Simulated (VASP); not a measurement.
# BP (F-43m) in VASP: notebook

Runs on BP. Level: PBE. Tasks: single point.

Everything below comes from runs of VASP 6.6.1. Logs are shortened: lines on timing, memory, paths and dates and some standing lists are left out, and cuts for length are marked.

## Step 1: The cell of the first run

Symmetry: F-43m, No. 216, cubic system. Conventional cell: a = 4.538 Å, b = 4.538 Å, c = 4.538 Å, α = 90.00°, β = 90.00°, γ = 90.00°. P (site symmetry -43m) has 4 B at 1.97 Å within 2.6 Å. Within 2.6 Å of B (site symmetry -43m) lie 4 P at 1.97 Å.

## Step 2: Single point, PBE

File INCAR:

```
ALGO     = Normal         # electronic algorithm
EDIFF    = 1E-6           # SCF threshold, eV
ENCUT    = 520            # plane-wave cutoff, eV
GGA      = PE             # functional
ISIF     = 2              # what is computed and relaxed
ISMEAR   = 0              # smearing method
LASPH    = True           # aspherical terms in the spheres
LCHARG   = False          # write CHGCAR
LREAL    = False          # projectors in reciprocal space
LWAVE    = False          # write WAVECAR
NBANDS   = 11             # bands
NELM     = 60             # most SCF steps
PREC     = Accurate       # precision mode
SIGMA    = 0.027000000000000003 # smearing width, eV
```

File KPOINTS:

```
k-points
0
Gamma
  10 10 10
```

File POSCAR:

```
BP
1.0
    0.0000000000      2.2690000000      2.2690000000
    2.2690000000      0.0000000000      2.2690000000
    2.2690000000      2.2690000000      0.0000000000
P B
1 1
Direct
    0.7500000000      0.7500000000      0.7500000000
    0.0000000000      0.0000000000      0.0000000000
```

Potentials or basis: VASP PAW PBE potentials, release 64 (P, B).

The run is started by

```console
$ cat potpaw_PBE.64/P/POTCAR potpaw_PBE.64/B/POTCAR > POTCAR
$ mpirun -np 1 vasp_std > vasp.out
```

OUTCAR:

```text
EDIFF = 1E-6
   ENCUT = 520
   GGA = PE
   ISIF = 2
   ISMEAR = 0
   LASPH = True
   LREAL = False
   NELM = 60
   PREC = Accurate

 ion  position               nearest neighbor table
   1  0.750  0.750  0.750-   2 1.97   2 1.97   2 1.97   2 1.97
   2  0.000  0.000  0.000-   1 1.97   1 1.97   1 1.97   1 1.97

  LATTYP: Found a face centered cubic cell.
 ALAT       =     4.5380000000

  Lattice vectors:

 A1 = (   0.0000000000,   2.2690000000,   2.2690000000)
 A2 = (   2.2690000000,   0.0000000000,   2.2690000000)
 A3 = (   2.2690000000,   2.2690000000,   0.0000000000)

Analysis of symmetry for initial positions (statically):
=====================================================================
 Subroutine PRICEL returns:
 Original cell was already a primitive cell.

 Routine SETGRP: Setting up the symmetry group for a
 face centered cubic supercell.

 Subroutine GETGRP returns: Found 24 space group operations
 (whereof 24 operations were pure point group operations)
 out of a pool of 48 trial point group operations.

The static configuration has the point symmetry T_d .

Analysis of symmetry for dynamics (positions and initial velocities):
=====================================================================
 Subroutine PRICEL returns:
 Original cell was already a primitive cell.

 Routine SETGRP: Setting up the symmetry group for a
 face centered cubic supercell.

 Subroutine GETGRP returns: Found 24 space group operations
 (whereof 24 operations were pure point group operations)
 out of a pool of 48 trial point group operations.

The dynamic configuration has the point symmetry T_d .

 Subroutine INISYM returns: Found 24 space group operations
 (whereof 24 operations are pure point group operations),
 and found     1 'primitive' translations

----------------------------------------------------------------------------------------

                                     Primitive cell

  volume of cell :      23.3633

  direct lattice vectors                    reciprocal lattice vectors
     0.000000000  2.269000000  2.269000000    -0.220361393  0.220361393  0.220361393
     2.269000000  0.000000000  2.269000000     0.220361393 -0.220361393  0.220361393
     2.269000000  2.269000000  0.000000000     0.220361393  0.220361393 -0.220361393

  length of vectors
     3.208850573  3.208850573  3.208850573     0.381677128  0.381677128  0.381677128

  position of ions in fractional coordinates (direct lattice)
     0.750000000  0.750000000  0.750000000
     0.000000000  0.000000000  0.000000000

  ion indices of the primitive-cell ions
   primitive index   ion index
                 1           1
                 2           2

----------------------------------------------------------------------------------------

 KPOINTS: k-points

Automatic generation of k-mesh.
 Grid dimensions read from file:
 generate k-points for:   10   10   10

 Generating k-lattice:

  Cartesian coordinates                     Fractional coordinates (reciprocal lattice)
    -0.022036139  0.022036139  0.022036139     0.100000000  0.000000000  0.000000000
     0.022036139 -0.022036139  0.022036139     0.000000000  0.100000000  0.000000000
     0.022036139  0.022036139 -0.022036139     0.000000000  0.000000000  0.100000000

  Length of vectors
     0.038167713  0.038167713  0.038167713

  Shift w.r.t. Gamma in fractional coordinates (k-lattice)
     0.000000000  0.000000000  0.000000000

 Subroutine IBZKPT returns following result:
 ===========================================

 Found     47 irreducible k-points:

 Following reciprocal coordinates:
            Coordinates               Weight
  0.000000  0.000000  0.000000      1.000000
  0.100000  0.000000  0.000000      8.000000
  0.200000  0.000000  0.000000      8.000000
  0.300000  0.000000  0.000000      8.000000
  0.400000  0.000000  0.000000      8.000000
  0.500000  0.000000  0.000000      4.000000
[... 16 lines left out ...]
  0.300000  0.300000  0.000000      6.000000
  0.400000  0.300000  0.000000     24.000000
 [... further k-points ...]
   k-points           NKPTS =     47   k-points in BZ     NKDIM =     47   number of bands    NBANDS=     11
   number of dos      NEDOS =    301   number of ions     NIONS =      2
   total plane-waves  NPLWV =  13824
   dimension x,y,z NGX =    24 NGY =   24 NGZ =   24
   dimension x,y,z NGXF=    48 NGYF=   48 NGZF=   48
   ions per type =               1   1
   NGX,Y,Z   is equivalent  to a cutoff of  12.43, 12.43, 12.43 a.u.
   NGXF,Y,Z  is equivalent  to a cutoff of  24.87, 24.87, 24.87 a.u.
 SYSTEM =  unknown system
   PREC   = accura    normal or accurate (medium, high low for compatibility)
   ISTART =      0    job   : 0-new  1-cont  2-samecut
   ICHARG =      2    charge: 1-file 2-atom 10-const
   ISPIN  =      1    spin polarized calculation?
   LNONCOLLINEAR =      F non collinear calculations
   LSORBIT =      F    spin-orbit coupling
   LASPH  =      T    aspherical Exc in radial PAW
   ENCUT  =  520.0 eV  38.22 Ry    6.18 a.u.   5.97  5.97  5.97*2*pi/ulx,y,z
   NELM   =     60;   NELMIN=  2; NELMDL= -5     # of ELM steps
   EDIFF  = 0.1E-05   stopping-criterion for ELM
   LREAL  =      F    real-space projection
   EDIFFG = 0.1E-04   stopping-criterion for IOM
   NSW    =      0    number of steps for IOM
   IBRION =     -1    ionic relax: 0-MD 1-quasi-New 2-CG
   NFREE  =      0    steps in history (QN), initial steepest desc. (CG)
   ISIF   =      2    stress and relaxation
   ISYM   =      2    0-nonsym 1-usesym 2-fastsym
   POTIM  = 0.5000    time-step for ionic-motion
   TEBEG  =    0.0;   TEEND  =   0.0 temperature during run
   PSTRESS=    0.0 pullay stress
   NELECT =       8.0000    total number of electrons
   NUPDOWN=      -1.0000    fix difference up-down
   EMIN   =  10.00;   EMAX   =-10.00  energy-range for DOS
   EFERMI =   0.00;   METHOD = LEGACY
   ISMEAR =     0;   SIGMA  =   0.03  broadening in eV -4-tet -1-fermi 0-gaus
   EFERMI_NEDOS =   21; number of points for ismear=-14 and -15
   IALGO  =     38    algorithm
   IMIX   =      4    mixing-type and parameters
     AMIX     =   0.40;   BMIX     =  1.00
     AMIX_MAG =   1.60;   BMIX_MAG =  1.00
  volume/ion in A,a.u.               =      11.68        78.83
  Fermi-wavevector in a.u.,A,eV,Ry     =   1.145320  2.164342 17.847562  1.311759
  Thomas-Fermi vector in A             =   2.282009
   LORBIT       =      0    0 simple, 1 ext, 2 COOP (PROOUT), +10 PAW based schemes
   GGA     = PE    functional components
   LHFCALC =     F    Hartree Fock is set to
   AEXX    =    0.0000 exact exchange contribution
   IVDW    =     0    specifies the selected vdW correction
   LEPSILON=     F    determine dielectric tensor
   LRPA    =     F    only Hartree local field effects (RPA)
 non-spin polarized calculation
 Gauss-broadening in eV      SIGMA  =   0.03
  energy-cutoff  :      520.00
  volume of cell :       23.36
 maximum number of plane-waves:       639
   NGX = 11   NGY = 11   NGZ = 11

 number of electron       8.0000000 magnetization

 Free energy of the ion-electron system (eV)
  ---------------------------------------------------
  ext. energy  EPLUGINS =         0.00000000
  ---------------------------------------------------
  free energy    TOTEN  =       -12.93048094 eV

  energy without entropy =      -12.93048094  energy(sigma->0) =      -12.93048094

 E-fermi :   7.5676     XC(G=0): -10.9072

 val. band max:        7.4329392161   @ k =   0.0000   0.0000   0.0000
 cond. band min:       8.6721153515   @ k =   0.4000   0.4000   0.0000
 fundamental gap:      1.2391761354
 Fermi energy:         7.5675743907

 k-point     1 :       0.0000    0.0000    0.0000
  band No.  band energies     occupation
      1      -8.0275      2.00000
      2       7.4329      2.00000
      3       7.4329      2.00000
      4       7.4329      2.00000
      5      10.8336      0.00000
      6      10.8336      0.00000
      7      10.8336      0.00000
      8      14.8072      0.00000
      9      18.9456      0.00000
     10      19.5616      0.00000
     11      19.5616      0.00000

 k-point     2 :       0.1000    0.0000    0.0000
  band No.  band energies     occupation
      1      -7.8473      2.00000
      2       6.1309      2.00000
      3       7.1381      2.00000
      4       7.1381      2.00000
      5      11.2418      0.00000
      6      11.2418      0.00000
      7      11.2703      0.00000
      8      15.3283      0.00000
      9      18.8776      0.00000
     10      18.8776      0.00000
     11      19.5144      0.00000

 k-point     3 :       0.2000    0.0000    0.0000
  band No.  band energies     occupation
      1      -7.3137      2.00000
      2       3.7893      2.00000
      3       6.5790      2.00000
      4       6.5790      2.00000
      5      11.4680      0.00000
      6      11.9616      0.00000
      7      11.9616      0.00000
      8      16.5013      0.00000
      9      18.2767      0.00000
     10      18.2767      0.00000
     11      20.3745      0.00000

 k-point     4 :       0.3000    0.0000    0.0000
  band No.  band energies     occupation
      1      -6.4566      2.00000
      2       1.4300      2.00000
      3       6.0900      2.00000
      4       6.0900      2.00000
      5      11.3743      0.00000
      6      12.2909      0.00000
      7      12.2909      0.00000
      8      17.4120      0.00000
      9      18.8536      0.00000
     10      18.8536      0.00000
     11      20.6373      0.00000
[... 239 lines left out ...]
 k-point    22 :      -0.2000    0.2000    0.0000
  band No.  band energies     occupation
      1      -6.1651      2.00000
      2       2.1840      2.00000
      3       3.2611      2.00000
      4       6.1893      2.00000
      5      11.9078      0.00000
      6      12.7494      0.00000
      7      13.8202      0.00000
      8      15.7721      0.00000
      9      16.9353      0.00000
     10      21.0502      0.00000
     11      23.2379      0.00000

 k-point    23 :       0.3000    0.3000    0.0000
  band No.  band energies     occupation
      1      -5.9129      2.00000
      2       2.6005      2.00000
      3       4.2122      2.00000
      4       4.2122      2.00000
      5       8.9572      0.00000
      6      11.3432      0.00000
      7      16.2982      0.00000
      8      16.2982      0.00000
      9      20.4925      0.00000
     10      21.8175      0.00000
     11      23.9730      0.00000

 k-point    24 :       0.4000    0.3000    0.0000
  band No.  band energies     occupation
      1      -5.0879      2.00000
      2       1.2728      2.00000
      3       3.3845      2.00000
      4       3.9176      2.00000
      5       9.2444      0.00000
      6      11.0561      0.00000
      7      16.9123      0.00000
      8      16.9206      0.00000
      9      21.4338      0.00000
     10      22.6949      0.00000
     11      24.4914      0.00000

 [... further k-points ...]
[... 5 lines left out ...]
  --------------------------------------------------------------------------------------
  -------------------------------------------------------------------------------------
  Total        0.1296651      0.1296651      0.1296651      0.0000000      0.0000000      0.0000000
  in kB        8.8920176      8.8920176      8.8920176      0.0000000      0.0000000      0.0000000
  external PRESSURE =       8.8920176 kB  Pullay stress =       0.0000000 kB

 VOLUME and BASIS-vectors are now :
 -----------------------------------------------------------------------------
  energy-cutoff  :      520.00
  volume of cell :       23.36
      direct lattice vectors                 reciprocal lattice vectors
     0.000000000  2.269000000  2.269000000    -0.220361393  0.220361393  0.220361393
     2.269000000  0.000000000  2.269000000     0.220361393 -0.220361393  0.220361393
     2.269000000  2.269000000  0.000000000     0.220361393  0.220361393 -0.220361393

 POSITION                                       TOTAL-FORCE (eV/Angst)
 -----------------------------------------------------------------------------------
      3.40350      3.40350      3.40350         0.000000      0.000000      0.000000
      0.00000      0.00000      0.00000        -0.000000     -0.000000     -0.000000
 -----------------------------------------------------------------------------------
    total drift:                               -0.000000     -0.000000     -0.000000

  FREE ENERGIE OF THE ION-ELECTRON SYSTEM (eV)
  ---------------------------------------------------
  free  energy   TOTEN  =       -12.9304809422 eV

  energy  without entropy=      -12.9304809422  energy(sigma->0) =      -12.93048094
```

Wall time 14 s (1 thread of Intel Xeon 6975P-C, shared host); peak memory 0.14 GiB.

Results:

* Free energy: -12.9305 eV
* Pressure: 0.9 GPa
* Band gap on the k mesh: 1.24 eV, indirect (least direct gap 3.40 eV)

Levels at points of the mesh, in eV from the valence-band top:
```
           k point  band 1  band 2  band 3  band 4  band 5  band 6  band 7  band 8
(0.00, 0.00, 0.00)  -15.46    0.00    0.00    0.00    3.40    3.40    3.40    7.37
(0.50, 0.00, 0.00)  -12.14   -9.03   -1.76   -1.76    3.78    4.71    4.71   10.13
(0.50, 0.50, 0.00)  -10.61   -8.58   -4.11   -4.11    1.33    1.66   12.12   12.12
```

## Step 3: Single point, PBE

File INCAR:

```
SYSTEM = BP
PREC     = Accurate       ! precision mode
ENCUT    = 520            ! plane-wave cutoff, eV
EDIFF    = 1E-6           ! SCF threshold, eV
ISMEAR   = 0              ! smearing method
SIGMA    = 0.019000000000000003 ! smearing width, eV
LREAL    = .False.        ! projectors in reciprocal space
LASPH    = .True.         ! aspherical terms in the spheres
NELM     = 60             ! most SCF steps
ALGO     = Normal         ! electronic algorithm
ISIF     = 2              ! what is computed and relaxed
LWAVE    = .False.        ! write WAVECAR
LCHARG   = .False.        ! write CHGCAR
GGA      = PE             ! functional
NBANDS   = 11             ! bands
```

File KPOINTS:

```
Automatic mesh
0
Gamma
  10 10 10
  0 0 0
```

POSCAR is that of step 2.

Potentials or basis: VASP PAW PBE potentials, release 64 (P, B).

The run is started by

```console
$ cat potpaw_PBE.64/P/POTCAR potpaw_PBE.64/B/POTCAR > POTCAR
$ mpirun -np 1 vasp_std > vasp.out
```

Wall time 16 s (1 thread of Intel Xeon 6975P-C, shared host); peak memory 0.13 GiB.

Results (log left out):

| Property | Result |
| --- | --- |
| Free energy | -12.9305 eV |
| Pressure | 0.9 GPa |
| Band gap on the k mesh | 1.24 eV, indirect (least direct gap 3.40 eV) |

Levels at points of the mesh, in eV from the valence-band top:
| k point | band 1 | band 2 | band 3 | band 4 | band 5 | band 6 | band 7 | band 8 |
| --- | --- | --- | --- | --- | --- | --- | --- | --- |
| (0.00, 0.00, 0.00) | -15.46 | 0.00 | 0.00 | 0.00 | 3.40 | 3.40 | 3.40 | 7.37 |
| (0.50, 0.00, 0.00) | -12.14 | -9.03 | -1.76 | -1.76 | 3.78 | 4.71 | 4.71 | 10.13 |
| (0.50, 0.50, 0.00) | -10.61 | -8.58 | -4.11 | -4.11 | 1.33 | 1.66 | 12.12 | 12.12 |
